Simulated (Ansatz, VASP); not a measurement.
**One calculation of SnSe, two programs**

```
CELL_PARAMETERS angstrom
0.00000 2.96932 2.96932
2.96932 0.00000 2.96932
2.96932 2.96932 0.00000
ATOMIC_POSITIONS crystal
Sn 0.00000 0.00000 0.00000
Se 0.50000 0.50000 0.50000
```

Change from the starting cell: volume scaled by 0.96, crystal datasets.

Alike in both runs: task electric field gradients; functional LDA; k mesh 9 × 9 × 9; occupations fermi-dirac, width 0.02 eV; no spin polarisation.

```csv
,VASP,Ansatz
version,VASP 6.6.1,Ansatz 0.2.0
potentials or method,"VASP PAW LDA potentials, release 64 (Sn_d, Se), cutoff 520 eV","all-electron PAW with datasets made for the crystal, scalar-relativistic"
```

Ansatz gave:

* pressure (GPa): -1.2

Question: What did VASP give for the same quantities?

Answer: Pressure (GPa): -1.1.

LDA's correlation is that of Perdew and Zunger in VASP and of Perdew and Wang (1992) in Ansatz. Ansatz ran all-electron here, and VASP with PAW potentials.
